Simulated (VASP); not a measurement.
# Hf (R-3m) in VASP: further runs, part 2 of 3

VASP 6.6.1. Earlier steps stand in the parts before.

## 4. Single point, PBEsol

This run uses another cell than the first one, of the same volume but with other edges.

The input, INCAR:

```
  ALGO = Normal
  EDIFF = 1E-6
  ENCUT = 500
  GGA = PS
  GGA_COMPAT = F
  ISIF = 2
  ISMEAR = 0
  LASPH = T
  LCHARG = F
  LREAL = F
  LWAVE = F
  NBANDS = 11
  NELM = 120
  PREC = Accurate
  SIGMA = 0.15
```

The input, KPOINTS:

```
k-points
0
Gamma
  20 20 20
```

The input, POSCAR:

```
Hf
1.0
    0.5411353033      2.5208986078      2.5208986078
    2.5208986078      0.5411353033      2.5208986078
    2.5208986078      2.5208986078      0.5411353033
Hf
1
Direct
    0.0000000000      0.0000000000      0.0000000000
```

Potentials or basis: VASP PAW PBE potentials, release 64 (Hf_pv).

On the command line:

```bash
> cat potpaw_PBE.64/Hf_pv/POTCAR > POTCAR
> mpirun -np 1 vasp_std > vasp.out
```

OUTCAR:

```text
EDIFF = 1E-6
   ENCUT = 500
   GGA = PS
   ISIF = 2
   ISMEAR = 0
   LASPH = T
   LREAL = F
   NELM = 120
   PREC = Accurate

 ion  position               nearest neighbor table
   1  0.000  0.000  0.000-

  LATTYP: Found a trigonal (rhomboedric) cell.
 ALAT       =     3.6059238758
 COS(alpha) =     0.6985651702

  Lattice vectors:

 A1 = (   0.5411353033,   2.5208986078,   2.5208986078)
 A2 = (   2.5208986078,   0.5411353033,   2.5208986078)
 A3 = (   2.5208986078,   2.5208986078,   0.5411353033)

Analysis of symmetry for initial positions (statically):
=====================================================================
 Subroutine PRICEL returns:
 Original cell was already a primitive cell.

 Routine SETGRP: Setting up the symmetry group for a
 trigonal (rhombohedral) supercell.

 Subroutine GETGRP returns: Found 12 space group operations
 (whereof 12 operations were pure point group operations)
 out of a pool of 12 trial point group operations.

The static configuration has the point symmetry D_3d.

Analysis of symmetry for dynamics (positions and initial velocities):
=====================================================================
 Subroutine PRICEL returns:
 Original cell was already a primitive cell.

 Routine SETGRP: Setting up the symmetry group for a
 trigonal (rhombohedral) supercell.

 Subroutine GETGRP returns: Found 12 space group operations
 (whereof 12 operations were pure point group operations)
 out of a pool of 12 trial point group operations.

The dynamic configuration has the point symmetry D_3d.

 Subroutine INISYM returns: Found 12 space group operations
 (whereof 12 operations are pure point group operations),
 and found     1 'primitive' translations

----------------------------------------------------------------------------------------

                                     Primitive cell

  volume of cell :      21.8821

  direct lattice vectors                    reciprocal lattice vectors
     0.541135303  2.520898608  2.520898608    -0.277034813  0.228076075  0.228076075
     2.520898608  0.541135303  2.520898608     0.228076075 -0.277034813  0.228076075
     2.520898608  2.520898608  0.541135303     0.228076075  0.228076075 -0.277034813

  length of vectors
     3.605923876  3.605923876  3.605923876     0.425188992  0.425188992  0.425188992

  position of ions in fractional coordinates (direct lattice)
     0.000000000  0.000000000  0.000000000

  ion indices of the primitive-cell ions
   primitive index   ion index
                 1           1

----------------------------------------------------------------------------------------

 KPOINTS: k-points

Automatic generation of k-mesh.
 Grid dimensions read from file:
 generate k-points for:   20   20   20

 Generating k-lattice:

  Cartesian coordinates                     Fractional coordinates (reciprocal lattice)
    -0.013851741  0.011403804  0.011403804     0.050000000  0.000000000  0.000000000
     0.011403804 -0.013851741  0.011403804     0.000000000  0.050000000  0.000000000
     0.011403804  0.011403804 -0.013851741     0.000000000  0.000000000  0.050000000

  Length of vectors
     0.021259450  0.021259450  0.021259450

  Shift w.r.t. Gamma in fractional coordinates (k-lattice)
     0.000000000  0.000000000  0.000000000

 Subroutine IBZKPT returns following result:
 ===========================================

 Found    781 irreducible k-points:

 Following reciprocal coordinates:
            Coordinates               Weight
  0.000000  0.000000  0.000000      1.000000
  0.050000 -0.000000 -0.000000      6.000000
  0.100000  0.000000  0.000000      6.000000
  0.150000  0.000000 -0.000000      6.000000
  0.200000  0.000000  0.000000      6.000000
  0.250000  0.000000  0.000000      6.000000
[... 16 lines left out ...]
 -0.400000  0.050000  0.000000     12.000000
 -0.350000  0.050000  0.000000     12.000000
 [... further k-points ...]
   k-points           NKPTS =    781   k-points in BZ     NKDIM =    781   number of bands    NBANDS=     11
   number of dos      NEDOS =    301   number of ions     NIONS =      1
   total plane-waves  NPLWV =  21952
   dimension x,y,z NGX =    28 NGY =   28 NGZ =   28
   dimension x,y,z NGXF=    56 NGYF=   56 NGZF=   56
   ions per type =               1
   NGX,Y,Z   is equivalent  to a cutoff of  12.91, 12.91, 12.91 a.u.
   NGXF,Y,Z  is equivalent  to a cutoff of  25.82, 25.82, 25.82 a.u.
 SYSTEM =  unknown system
   PREC   = accura    normal or accurate (medium, high low for compatibility)
   ISTART =      0    job   : 0-new  1-cont  2-samecut
   ICHARG =      2    charge: 1-file 2-atom 10-const
   ISPIN  =      1    spin polarized calculation?
   LNONCOLLINEAR =      F non collinear calculations
   LSORBIT =      F    spin-orbit coupling
   LASPH  =      T    aspherical Exc in radial PAW
   ENCUT  =  500.0 eV  36.75 Ry    6.06 a.u.   6.57  6.57  6.57*2*pi/ulx,y,z
   NELM   =    120;   NELMIN=  2; NELMDL= -5     # of ELM steps
   EDIFF  = 0.1E-05   stopping-criterion for ELM
   LREAL  =      F    real-space projection
   EDIFFG = 0.1E-04   stopping-criterion for IOM
   NSW    =      0    number of steps for IOM
   IBRION =     -1    ionic relax: 0-MD 1-quasi-New 2-CG
   NFREE  =      0    steps in history (QN), initial steepest desc. (CG)
   ISIF   =      2    stress and relaxation
   ISYM   =      2    0-nonsym 1-usesym 2-fastsym
   POTIM  = 0.5000    time-step for ionic-motion
   TEBEG  =    0.0;   TEEND  =   0.0 temperature during run
   PSTRESS=    0.0 pullay stress
   NELECT =      10.0000    total number of electrons
   NUPDOWN=      -1.0000    fix difference up-down
   EMIN   =  10.00;   EMAX   =-10.00  energy-range for DOS
   EFERMI =   0.00;   METHOD = LEGACY
   ISMEAR =     0;   SIGMA  =   0.15  broadening in eV -4-tet -1-fermi 0-gaus
   EFERMI_NEDOS =   21; number of points for ismear=-14 and -15
   IALGO  =     38    algorithm
   IMIX   =      4    mixing-type and parameters
     AMIX     =   0.40;   BMIX     =  1.00
     AMIX_MAG =   1.60;   BMIX_MAG =  1.00
  volume/ion in A,a.u.               =      21.88       147.67
  Fermi-wavevector in a.u.,A,eV,Ry     =   1.260991  2.382927 21.634588  1.590097
  Thomas-Fermi vector in A             =   2.394472
   LORBIT       =      0    0 simple, 1 ext, 2 COOP (PROOUT), +10 PAW based schemes
   GGA     = PS    functional components
   LHFCALC =     F    Hartree Fock is set to
   AEXX    =    0.0000 exact exchange contribution
   IVDW    =     0    specifies the selected vdW correction
   LEPSILON=     F    determine dielectric tensor
   LRPA    =     F    only Hartree local field effects (RPA)
 non-spin polarized calculation
 Gauss-broadening in eV      SIGMA  =   0.15
  energy-cutoff  :      500.00
  volume of cell :       21.88
 maximum number of plane-waves:       566
   NGX = 13   NGY = 13   NGZ = 13

 number of electron      10.0000001 magnetization

 Free energy of the ion-electron system (eV)
  ---------------------------------------------------
  ext. energy  EPLUGINS =         0.00000000
  ---------------------------------------------------
  free energy    TOTEN  =        -9.93833329 eV

  energy without entropy =       -9.93162513  energy(sigma->0) =       -9.93497921

 E-fermi :   4.4517     XC(G=0): -11.3778

 val. band max:        4.4514555256   @ k =   0.5000   0.3000   0.1000
 cond. band min:       4.4570477707   @ k =  -0.3000   0.3000   0.0000
 fundamental gap:      0.0055922451
 Fermi energy:         4.4516690424

 k-point     1 :       0.0000    0.0000    0.0000
  band No.  band energies     occupation
      1     -25.5652      2.00000
      2     -24.7480      2.00000
      3     -24.7480      2.00000
      4      -2.4604      2.00000
      5       3.1440      2.00000
      6       6.6177      0.00000
      7       6.6177      0.00000
      8      10.5651      0.00000
      9      10.5651      0.00000
     10      13.7024      0.00000
     11      17.9344      0.00000

 k-point     2 :       0.0500   -0.0000   -0.0000
  band No.  band energies     occupation
      1     -25.5602      2.00000
      2     -24.7997      2.00000
      3     -24.7587      2.00000
      4      -2.3421      2.00000
      5       3.2233      2.00000
      6       6.4754      0.00000
      7       6.7304      0.00000
      8      10.1239      0.00000
      9      10.4955      0.00000
     10      14.2010      0.00000
     11      17.9341      0.00000
[... 295 lines left out ...]
 k-point    24 :      -0.3500    0.0500    0.0000
  band No.  band energies     occupation
      1     -26.3628      2.00000
      2     -25.3799      2.00000
      3     -25.1385      2.00000
      4       1.0662      2.00000
      5       3.8551      2.00000
      6       5.2527      0.00000
      7       7.9920      0.00000
      8       8.4789      0.00000
      9      12.2116      0.00000
     10      14.8916      0.00000
     11      17.9261      0.00000

 [... further k-points ...]
[... 5 lines left out ...]
  --------------------------------------------------------------------------------------
  -------------------------------------------------------------------------------------
  Total        0.5245487      0.5245487      0.5245487     -1.6271245     -1.6271245     -1.6271245
  in kB       38.4067440     38.4067440     38.4067440   -119.1358450   -119.1358450   -119.1358450
  external PRESSURE =      38.4067440 kB  Pullay stress =       0.0000000 kB

 VOLUME and BASIS-vectors are now :
 -----------------------------------------------------------------------------
  energy-cutoff  :      500.00
  volume of cell :       21.88
      direct lattice vectors                 reciprocal lattice vectors
     0.541135303  2.520898608  2.520898608    -0.277034813  0.228076075  0.228076075
     2.520898608  0.541135303  2.520898608     0.228076075 -0.277034813  0.228076075
     2.520898608  2.520898608  0.541135303     0.228076075  0.228076075 -0.277034813

 POSITION                                       TOTAL-FORCE (eV/Angst)
 -----------------------------------------------------------------------------------
      0.00000      0.00000      0.00000         0.000000     -0.000000      0.000000
 -----------------------------------------------------------------------------------
    total drift:                               -0.000000     -0.000000     -0.000000

  FREE ENERGIE OF THE ION-ELECTRON SYSTEM (eV)
  ---------------------------------------------------
  free  energy   TOTEN  =        -9.9383332926 eV

  energy  without entropy=       -9.9316251313  energy(sigma->0) =       -9.93497921
```

OSZICAR:

```text
N       E                     dE             d eps       ncg     rms          rms(c)
DAV:   1     0.134494912267E+02    0.13449E+02   -0.56410E+03 17310   0.818E+02
DAV:   2    -0.972953450577E+01   -0.23179E+02   -0.22426E+02 21957   0.155E+02
DAV:   3    -0.101984568408E+02   -0.46892E+00   -0.46487E+00 20716   0.151E+01
DAV:   4    -0.102005082578E+02   -0.20514E-02   -0.20510E-02 19902   0.125E+00
DAV:   5    -0.102005206076E+02   -0.12350E-04   -0.12350E-04 21570   0.860E-02    0.394E+01
DAV:   6    -0.100123156151E+02    0.18820E+00   -0.13401E-01 20770   0.269E+00    0.235E+01
DAV:   7    -0.994083766654E+01    0.71478E-01   -0.21929E-01 20812   0.334E+00    0.125E+00
DAV:   8    -0.993831864922E+01    0.25190E-02   -0.11430E-02 19816   0.825E-01    0.704E-02
DAV:   9    -0.993833492775E+01   -0.16279E-04   -0.22077E-04 21287   0.127E-01    0.489E-02
DAV:  10    -0.993833333023E+01    0.15975E-05   -0.22393E-05 20242   0.314E-02    0.418E-02
DAV:  11    -0.993833329264E+01    0.37587E-07   -0.20722E-06 19670   0.103E-02
   1 F= -.99383333E+01 E0= -.99349792E+01  d E =-.670816E-02
```

Run time: 96 s. Hardware: 1 thread of Intel Xeon 6975P-C (Granite Rapids), shared host; peak memory 0.31 GiB.

Results:

| Item | Value |
| --- | --- |
| Free energy | -9.9383 eV |
| Pressure | 3.8 GPa |
| Band gap on the k mesh | zero (band 5 reaches 4.85 eV, above the bottom of band 6 at 4.17 eV) |

Levels at points of the mesh, in eV from the Fermi level:
| k point | band 2 | band 3 | band 4 | band 5 | band 6 | band 7 | band 8 | band 9 |
| --- | --- | --- | --- | --- | --- | --- | --- | --- |
| (0.00, 0.00, 0.00) | -29.20 | -29.20 | -6.91 | -1.31 | 2.17 | 2.17 | 6.11 | 6.11 |
| (0.50, 0.00, 0.00) | -29.81 | -29.62 | -3.40 | -0.89 | 2.31 | 3.43 | 3.89 | 9.41 |
| (0.50, 0.50, 0.00) | -29.89 | -29.65 | -3.29 | -2.27 | 3.54 | 5.54 | 5.78 | 8.52 |
| (0.50, 0.50, 0.50) | -29.21 | -29.21 | -4.73 | -1.05 | 2.02 | 2.02 | 5.92 | 6.83 |

Caveat: the PAW data sets were made with another functional, which shifts forces and pressure a little; spin-orbit coupling is left out, which moves the levels of the heavy elements.

## 5. Single point, PBEsol

This run uses another cell than the first one, of the same volume but with other edges.

The input, INCAR:

```
SYSTEM = Hf
ALGO = Normal ; EDIFF = 1E-6
ENCUT = 500 ; GGA = PS
GGA_COMPAT = .FALSE. ; ISIF = 2
ISMEAR = 0 ; LASPH = .TRUE.
LCHARG = .FALSE. ; LREAL = .FALSE.
LWAVE = .FALSE. ; NBANDS = 11
NELM = 120 ; PREC = Accurate
SIGMA = 0.15
```

The input, KPOINTS:

```
k-points
0
G
  20 20 20
  0 0 0
```

The input, POSCAR:

```
Hf
1.0
   -0.7018936121      1.9302074332      1.9302074332
    1.9302074332     -0.7018936121      1.9302074332
    1.9302074332      1.9302074332     -0.7018936121
Hf
1
Direct
    0.0000000000      0.0000000000      0.0000000000
```

On the command line:

```bash
> cat potpaw_PBE.64/Hf_pv/POTCAR > POTCAR
> mpirun -np 1 vasp_std > vasp.out
```

Wall time 46 s (1 thread of Intel Xeon 6975P-C (Granite Rapids), shared host); peak memory 0.28 GiB.

Results (log left out):

```
Free energy            : -9.5749 eV
Pressure               : 4.2 GPa
Band gap on the k mesh : zero (band 5 reaches 5.70 eV, above the bottom of band 6 at 3.04 eV)
```

Stress tensor (GPa, compression positive):
```
4.16 6.52 6.52
6.52 4.16 6.52
6.52 6.52 4.16
```

Levels at points of the mesh, in eV from the Fermi level:
| k point | band 2 | band 3 | band 4 | band 5 | band 6 | band 7 | band 8 | band 9 |
| --- | --- | --- | --- | --- | --- | --- | --- | --- |
| (0.00, 0.00, 0.00) | -29.55 | -29.34 | -6.83 | -1.37 | -1.37 | 6.81 | 6.81 | 7.02 |
| (0.50, 0.00, 0.00) | -29.45 | -29.31 | -3.27 | -0.59 | 0.24 | 3.60 | 4.01 | 7.11 |
| (0.50, 0.50, 0.00) | -30.47 | -29.29 | -3.30 | -0.90 | 4.21 | 4.39 | 4.74 | 6.46 |
| (0.50, 0.50, 0.50) | -30.30 | -30.30 | -2.48 | -0.93 | -0.93 | 6.43 | 9.60 | 9.93 |

Caveat: the PAW data sets were made with another functional, which shifts forces and pressure a little; spin-orbit coupling is left out, which moves the levels of the heavy elements.

(Part 2 of 3 ends here.)
